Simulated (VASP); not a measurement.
# Ca3C8 (P6/mmm) in VASP: notebook

Ca3C8 is run at these levels: PBE; tasks: single point.

Program: VASP 6.6.1. These are calculated values, not measurements. Logs are shortened: lines on timing, memory, paths and dates and some standing lists are left out, and cuts for length are marked.

### 1 The cell of the first run

It takes space group P6/mmm (No. 191, hexagonal). The conventional cell has a = 5.289 Å, b = 5.289 Å, c = 4.365 Å, α = 90.00°, β = 90.00°, γ = 120.00°. Within 3.5 Å of Ca (site symmetry mmm) lie 4 Ca at 2.64 Å and 12 C at 2.66 Å. Within 2.0 Å of C (site symmetry mm2) lie 3 C at 1.52 to 1.53 Å. C (site symmetry -6m2) has 3 C at 1.53 Å within 2.0 Å.

### 2 Single point, PBE

The input, INCAR:

```
  PREC = Accurate
  ENCUT = 520
  EDIFF = 1E-6
  ISMEAR = 0
  SIGMA = 0.1
  LREAL = False
  LASPH = True
  NELM = 100
  ALGO = Normal
  ISIF = 2
  LWAVE = False
  LCHARG = False
  GGA = PE
  NBANDS = 42
```

The input, KPOINTS:

```
regular mesh
0
Gamma
  12 12 10
```

The input, POSCAR:

```
Ca3C8
1.0
    5.2886331488      0.0000000000      0.0000000000
   -2.6443165744      4.5800906581      0.0000000000
    0.0000000000      0.0000000000      4.3650368909
Ca C
3 8
Direct
    0.5000000000      0.0000000000      0.5000000000
    0.0000000000      0.5000000000      0.5000000000
    0.5000000000      0.5000000000      0.5000000000
    0.8335836270      0.6671672540      0.0000000000
    0.8335836270      0.1664163730      0.0000000000
    0.3333333333      0.6666666667      0.0000000000
    0.3328327460      0.1664163730      0.0000000000
    0.6671672540      0.8335836270      0.0000000000
    0.6666666667      0.3333333333      0.0000000000
    0.1664163730      0.8335836270      0.0000000000
    0.1664163730      0.3328327460      0.0000000000
```

Potentials or basis: VASP PAW PBE potentials, release 64 (Ca_sv, C).

Command:

```bash
> cat potpaw_PBE.64/Ca_sv/POTCAR potpaw_PBE.64/C/POTCAR > POTCAR
> mpirun -np 1 vasp_std > vasp.out
```

OUTCAR:

```text
PREC = Accurate
   ENCUT = 520
   EDIFF = 1E-6
   ISMEAR = 0
   LREAL = False
   LASPH = True
   NELM = 100
   ISIF = 2
   GGA = PE

 ion  position               nearest neighbor table
   1  0.500  0.000  0.500-   2 2.64   3 2.64   3 2.64   2 2.64
   2  0.000  0.500  0.500-   1 2.64   1 2.64   3 2.64   3 2.64
   3  0.500  0.500  0.500-   1 2.64   1 2.64   2 2.64   2 2.64
   4  0.834  0.667  0.000-  10 1.52   8 1.52   9 1.53
   5  0.834  0.166  0.000-   8 1.52  11 1.52   9 1.53
   6  0.333  0.667  0.000-  10 1.53  11 1.53   8 1.53
   7  0.333  0.166  0.000-  10 1.52  11 1.52   9 1.53
   8  0.667  0.834  0.000-   5 1.52   4 1.52   6 1.53
   9  0.667  0.333  0.000-   5 1.53   4 1.53   7 1.53
  10  0.166  0.834  0.000-   7 1.52   4 1.52   6 1.53
  11  0.166  0.333  0.000-   5 1.52   7 1.52   6 1.53

  LATTYP: Found a hexagonal cell.
 ALAT       =     5.2886331488
 C/A-ratio  =     0.8253620110

  Lattice vectors:

 A1 = (   5.2886331488,   0.0000000000,   0.0000000000)
 A2 = (  -2.6443165744,   4.5800906581,   0.0000000000)
 A3 = (   0.0000000000,   0.0000000000,   4.3650368909)

Analysis of symmetry for initial positions (statically):
=====================================================================
 Subroutine PRICEL returns:
 Original cell was already a primitive cell.

 Routine SETGRP: Setting up the symmetry group for a
 hexagonal supercell.

 Subroutine GETGRP returns: Found 24 space group operations
 (whereof 24 operations were pure point group operations)
 out of a pool of 24 trial point group operations.

The static configuration has the point symmetry D_6h.

Analysis of symmetry for dynamics (positions and initial velocities):
=====================================================================
 Subroutine PRICEL returns:
 Original cell was already a primitive cell.

 Routine SETGRP: Setting up the symmetry group for a
 hexagonal supercell.

 Subroutine GETGRP returns: Found 24 space group operations
 (whereof 24 operations were pure point group operations)
 out of a pool of 24 trial point group operations.

The dynamic configuration has the point symmetry D_6h.

 Subroutine INISYM returns: Found 24 space group operations
 (whereof 24 operations are pure point group operations),
 and found     1 'primitive' translations

----------------------------------------------------------------------------------------

                                     Primitive cell

  volume of cell :     105.7318

  direct lattice vectors                    reciprocal lattice vectors
     5.288633149  0.000000000  0.000000000     0.189084773  0.109168145  0.000000000
    -2.644316574  4.580090658  0.000000000     0.000000000  0.218336290  0.000000000
     0.000000000  0.000000000  4.365036891     0.000000000  0.000000000  0.229093138

  length of vectors
     5.288633149  5.288633149  4.365036891     0.218336290  0.218336290  0.229093138

  position of ions in fractional coordinates (direct lattice)
     0.500000000  0.000000000  0.500000000
     0.000000000  0.500000000  0.500000000
     0.500000000  0.500000000  0.500000000
     0.833583627  0.667167254  0.000000000
     0.833583627  0.166416373  0.000000000
     0.333333333  0.666666667  0.000000000
     0.332832746  0.166416373  0.000000000
     0.667167254  0.833583627  0.000000000
     0.666666667  0.333333333  0.000000000
     0.166416373  0.833583627  0.000000000
     0.166416373  0.332832746  0.000000000

  ion indices of the primitive-cell ions
   primitive index   ion index
                 1           1
                 2           2
                 3           3
                 4           4
                 5           5
                 6           6
                 7           7
                 8           8
                 9           9
                10          10
                11          11

----------------------------------------------------------------------------------------

 KPOINTS: regular mesh

Automatic generation of k-mesh.
 Grid dimensions read from file:
 generate k-points for:   12   12   10

 Generating k-lattice:

  Cartesian coordinates                     Fractional coordinates (reciprocal lattice)
     0.015757064  0.009097345  0.000000000     0.083333333  0.000000000  0.000000000
     0.000000000  0.018194691  0.000000000     0.000000000  0.083333333  0.000000000
     0.000000000  0.000000000  0.022909314     0.000000000  0.000000000  0.100000000

  Length of vectors
     0.018194691  0.018194691  0.022909314

  Shift w.r.t. Gamma in fractional coordinates (k-lattice)
     0.000000000  0.000000000  0.000000000

 Subroutine IBZKPT returns following result:
 ===========================================

 Found    114 irreducible k-points:

 Following reciprocal coordinates:
            Coordinates               Weight
  0.000000  0.000000  0.000000      1.000000
  0.083333  0.000000  0.000000      6.000000
  0.166667 -0.000000  0.000000      6.000000
  0.250000  0.000000  0.000000      6.000000
  0.333333 -0.000000  0.000000      6.000000
  0.416667  0.000000  0.000000      6.000000
[... 16 lines left out ...]
  0.250000  0.000000  0.100000     12.000000
  0.333333 -0.000000  0.100000     12.000000
 [... further k-points ...]
   k-points           NKPTS =    114   k-points in BZ     NKDIM =    114   number of bands    NBANDS=     42
   number of dos      NEDOS =    301   number of ions     NIONS =     11
   total plane-waves  NPLWV =  51200
   dimension x,y,z NGX =    40 NGY =   40 NGZ =   32
   dimension x,y,z NGXF=    80 NGYF=   80 NGZF=   64
   ions per type =               3   8
   NGX,Y,Z   is equivalent  to a cutoff of  12.57, 12.57, 12.19 a.u.
   NGXF,Y,Z  is equivalent  to a cutoff of  25.15, 25.15, 24.37 a.u.
 SYSTEM =  unknown system
   PREC   = accura    normal or accurate (medium, high low for compatibility)
   ISTART =      0    job   : 0-new  1-cont  2-samecut
   ICHARG =      2    charge: 1-file 2-atom 10-const
   ISPIN  =      1    spin polarized calculation?
   LNONCOLLINEAR =      F non collinear calculations
   LSORBIT =      F    spin-orbit coupling
   LASPH  =      T    aspherical Exc in radial PAW
   ENCUT  =  520.0 eV  38.22 Ry    6.18 a.u.   9.83  9.83  8.12*2*pi/ulx,y,z
   NELM   =    100;   NELMIN=  2; NELMDL= -5     # of ELM steps
   EDIFF  = 0.1E-05   stopping-criterion for ELM
   LREAL  =      F    real-space projection
   EDIFFG = 0.1E-04   stopping-criterion for IOM
   NSW    =      0    number of steps for IOM
   IBRION =     -1    ionic relax: 0-MD 1-quasi-New 2-CG
   NFREE  =      0    steps in history (QN), initial steepest desc. (CG)
   ISIF   =      2    stress and relaxation
   ISYM   =      2    0-nonsym 1-usesym 2-fastsym
   POTIM  = 0.5000    time-step for ionic-motion
   TEBEG  =    0.0;   TEEND  =   0.0 temperature during run
   PSTRESS=    0.0 pullay stress
   NELECT =      62.0000    total number of electrons
   NUPDOWN=      -1.0000    fix difference up-down
   EMIN   =  10.00;   EMAX   =-10.00  energy-range for DOS
   EFERMI =   0.00;   METHOD = LEGACY
   ISMEAR =     0;   SIGMA  =   0.10  broadening in eV -4-tet -1-fermi 0-gaus
   EFERMI_NEDOS =   21; number of points for ismear=-14 and -15
   IALGO  =     38    algorithm
   IMIX   =      4    mixing-type and parameters
     AMIX     =   0.40;   BMIX     =  1.00
     AMIX_MAG =   1.60;   BMIX_MAG =  1.00
  volume/ion in A,a.u.               =       9.61        64.86
  Fermi-wavevector in a.u.,A,eV,Ry     =   1.370262  2.589420 25.546539  1.877618
  Thomas-Fermi vector in A             =   2.496064
   LORBIT       =      0    0 simple, 1 ext, 2 COOP (PROOUT), +10 PAW based schemes
   GGA     = PE    functional components
   LHFCALC =     F    Hartree Fock is set to
   AEXX    =    0.0000 exact exchange contribution
   IVDW    =     0    specifies the selected vdW correction
   LEPSILON=     F    determine dielectric tensor
   LRPA    =     F    only Hartree local field effects (RPA)
 non-spin polarized calculation
 Gauss-broadening in eV      SIGMA  =   0.10
  energy-cutoff  :      520.00
  volume of cell :      105.73
 maximum number of plane-waves:      2867
 NGX is ok and might be reduce to    40
   NGX = 19   NGY = 19   NGZ = 17

 number of electron      62.0000013 magnetization

 Free energy of the ion-electron system (eV)
  ---------------------------------------------------
  ext. energy  EPLUGINS =         0.00000000
  ---------------------------------------------------
  free energy    TOTEN  =       -74.05905131 eV

  energy without entropy =      -74.04459676  energy(sigma->0) =      -74.05182403

 E-fermi :   8.4355     XC(G=0): -11.6341

 val. band max:        8.4179584435   @ k =   0.3333   0.1667   0.0000
 cond. band min:       8.4367507530   @ k =   0.3333   0.1667   0.2000
 fundamental gap:      0.0187923095
 Fermi energy:         8.4355166543

 k-point     1 :       0.0000    0.0000    0.0000
  band No.  band energies     occupation
      1     -33.0991      2.00000
      2     -32.5000      2.00000
      3     -32.5000      2.00000
      4     -15.7821      2.00000
      5     -14.6488      2.00000
      6     -14.6488      2.00000
[... 34 lines left out ...]
     41      13.3827      0.00000
     42      13.4919      0.00000

 k-point     2 :       0.0833    0.0000    0.0000
  band No.  band energies     occupation
      1     -33.0907      2.00000
      2     -32.5097      2.00000
      3     -32.5001      2.00000
      4     -15.7481      2.00000
      5     -14.6458      2.00000
      6     -14.6240      2.00000
[... 979 lines left out ...]
     41      13.0214      0.00000
     42      13.0847      0.00000

 k-point    24 :       0.3333   -0.0000    0.1000
  band No.  band energies     occupation
      1     -32.9786      2.00000
      2     -32.6341      2.00000
      3     -32.5011      2.00000
      4     -15.3369      2.00000
      5     -14.5349      2.00000
      6     -14.2753      2.00000
[... 34 lines left out ...]
     41      12.8569      0.00000
     42      13.2087      0.00000

 [... further k-points ...]

------------------------ aborting loop because EDIFF is reached ----------------------------------------

  FORCE on cell =-STRESS in cart. coord.  units (eV):
  Direction    XX          YY          ZZ          XY          YZ          ZX
  --------------------------------------------------------------------------------------
  -------------------------------------------------------------------------------------
  Total        0.4911490      0.4911490      0.5246417      0.0000000      0.0000000     -0.0000000
  in kB        7.4424933      7.4424933      7.9500144      0.0000000      0.0000000     -0.0000000
  external PRESSURE =       7.6116670 kB  Pullay stress =       0.0000000 kB

 VOLUME and BASIS-vectors are now :
 -----------------------------------------------------------------------------
  energy-cutoff  :      520.00
  volume of cell :      105.73
      direct lattice vectors                 reciprocal lattice vectors
     5.288633149  0.000000000  0.000000000     0.189084773  0.109168145  0.000000000
    -2.644316574  4.580090658  0.000000000     0.000000000  0.218336290  0.000000000
     0.000000000  0.000000000  4.365036891     0.000000000  0.000000000  0.229093138

 POSITION                                       TOTAL-FORCE (eV/Angst)
 -----------------------------------------------------------------------------------
      2.64432      0.00000      2.18252        -0.000000      0.000000      0.000000
     -1.32216      2.29005      2.18252        -0.000000      0.000000      0.000000
      1.32216      2.29005      2.18252        -0.000000      0.000000      0.000000
      2.64432      3.05569      0.00000        -0.000000      0.010510     -0.000000
      3.96846      0.76220      0.00000         0.009102     -0.005255      0.000000
     -0.00000      3.05339      0.00000        -0.000000      0.000000      0.000000
      1.32017      0.76220      0.00000        -0.009102     -0.005255      0.000000
      1.32414      3.81789      0.00000         0.009102      0.005255     -0.000000
      2.64432      1.52670      0.00000        -0.000000     -0.000000     -0.000000
     -1.32414      3.81789      0.00000        -0.009102      0.005255     -0.000000
     -0.00000      1.52440      0.00000        -0.000000     -0.010510      0.000000
 -----------------------------------------------------------------------------------
    total drift:                               -0.000000      0.000000      0.000000

  FREE ENERGIE OF THE ION-ELECTRON SYSTEM (eV)
  ---------------------------------------------------
  free  energy   TOTEN  =       -74.0590513064 eV

  energy  without entropy=      -74.0445967551  energy(sigma->0) =      -74.05182403
```

Wall time 7.6 min (1 thread of Oxide Virtual Turin-like, shared host); peak memory 0.45 GiB.

What came out:

```
Free energy            : -74.0591 eV
Pressure               : 0.8 GPa
Largest force          : 0.011 eV/Å
Band gap on the k mesh : zero (bands 31 and 32 overlap by 2.32 eV)
```

Forces in eV/Å, atoms in the order of the input:
```
Ca   0.000  0.000  0.000
Ca   0.000  0.000  0.000
Ca   0.000  0.000  0.000
C    0.000  0.011  0.000
C    0.009 -0.005  0.000
C    0.000  0.000  0.000
C   -0.009 -0.005  0.000
C    0.009  0.005  0.000
C    0.000  0.000  0.000
C   -0.009  0.005  0.000
C    0.000 -0.011  0.000
```

### 3 Single point, PBE, collinear spin

The input, INCAR:

```
SYSTEM = Ca3C8
ALGO     = Normal         ! electronic algorithm
EDIFF    = 1E-7           ! SCF threshold, eV
ENCUT    = 520            ! plane-wave cutoff, eV
GGA      = PE             ! functional
ISIF     = 2              ! what is computed and relaxed
ISMEAR   = 0              ! smearing method
ISPIN    = 2              ! spin polarisation
LASPH    = .TRUE.         ! aspherical terms in the spheres
LCHARG   = .FALSE.        ! write CHGCAR
LORBIT   = 11             ! projections on sites
LREAL    = .FALSE.        ! projectors in reciprocal space
LWAVE    = .FALSE.        ! write WAVECAR
MAGMOM   = 0 0 0 1 1 1 1 1 1 1 1 ! initial moments
NBANDS   = 46             ! bands
NELM     = 150            ! most SCF steps
PREC     = Accurate       ! precision mode
SIGMA    = 0.1            ! smearing width, eV
```

The input, KPOINTS:

```
k-points
0
G
  6 6 4
  0 0 0
```

The input, POSCAR:

```
Ca3C8
1.0
    5.2906292552      0.0000000000      0.0000000000
   -2.6453146276      4.5818193370      0.0000000000
    0.0000000000      0.0000000000      4.3558000618
Ca C
3 8
Direct
    0.5000000000      0.0000000000      0.5000000000
    0.0000000000      0.5000000000      0.5000000000
    0.5000000000      0.5000000000      0.5000000000
    0.8335808349      0.6671616699      0.0000000000
    0.8335808349      0.1664191651      0.0000000000
    0.3333333333      0.6666666667      0.0000000000
    0.3328383301      0.1664191651      0.0000000000
    0.6671616699      0.8335808349      0.0000000000
    0.6666666667      0.3333333333      0.0000000000
    0.1664191651      0.8335808349      0.0000000000
    0.1664191651      0.3328383301      0.0000000000
```

Potentials or basis: VASP PAW PBE potentials, release 64 (Ca_sv, C).

Command:

```bash
> cat potpaw_PBE.64/Ca_sv/POTCAR potpaw_PBE.64/C/POTCAR > POTCAR
> mpirun -np 1 vasp_std > vasp.out
```

Run time: 4.3 min. Hardware: 1 thread of Oxide Virtual Turin-like, shared host; peak memory 0.3 GiB.

The run converged. Its results:

```yaml
Free_energy: -74.0364 eV
Pressure: 0.8 GPa
Largest_force: 0.051 eV/Å
Net_moment: -0.24 μB per cell
Site_moments: Ca -0.05; C -0.00, +0.00 (each value once) μB
Valence_electrons_inside_the_program's_atomic_spheres: Ca 8.55; C 2.48
```

Forces in eV/Å, atoms in the order of the input:
```
Ca   0.000  0.000  0.000
Ca   0.000  0.000  0.000
Ca   0.000  0.000  0.000
C    0.000  0.051  0.000
C    0.044 -0.025  0.000
C    0.000  0.000  0.000
C   -0.044 -0.025  0.000
C    0.044  0.025  0.000
C    0.000  0.000  0.000
C   -0.044  0.025  0.000
C    0.000 -0.051  0.000
```

Stress tensor (GPa, compression positive):
```
0.36 0.00 0.00
0.00 0.36 0.00
0.00 0.00 1.80
```

Levels at points of the mesh, in eV from the Fermi level:
Spin up:
```
           k point  band 29  band 30  band 31  band 32  band 33  band 34
(0.00, 0.00, 0.00)    -1.58    -1.14    -1.11    -0.57    -0.57     0.12
(0.50, 0.00, 0.00)    -1.33    -0.99    -0.24     0.56     1.09     2.65
(0.00, 0.00, 0.50)    -3.60    -2.32    -2.32    -0.37     1.22     1.69
(0.50, 0.00, 0.50)    -1.83    -0.75     0.03     1.46     1.99     2.05
```
Spin down:
| k point | band 27 | band 28 | band 29 | band 30 | band 31 | band 32 | band 33 | band 34 | band 35 | band 36 |
| --- | --- | --- | --- | --- | --- | --- | --- | --- | --- | --- |
| (0.00, 0.00, 0.00) | -4.95 | -4.95 | -1.75 | -1.19 | -1.11 | -0.59 | -0.59 | 0.03 | 0.03 | 3.24 |
| (0.50, 0.00, 0.00) | -6.05 | -5.04 | -1.35 | -1.00 | -0.38 | 0.52 | 1.01 | 2.58 | 2.70 | 2.81 |
| (0.00, 0.00, 0.50) | -4.42 | -4.42 | -3.65 | -2.36 | -2.36 | -0.52 | 1.16 | 1.60 | 1.60 | 2.70 |
| (0.50, 0.00, 0.50) | -5.14 | -5.03 | -1.87 | -0.78 | -0.10 | 1.42 | 1.94 | 1.97 | 2.29 | 2.48 |

Caveat: the k points lie up to 0.36 Å⁻¹ apart.

The gap in the log of VASP goes by the Fermi energy; the results here count the filled bands.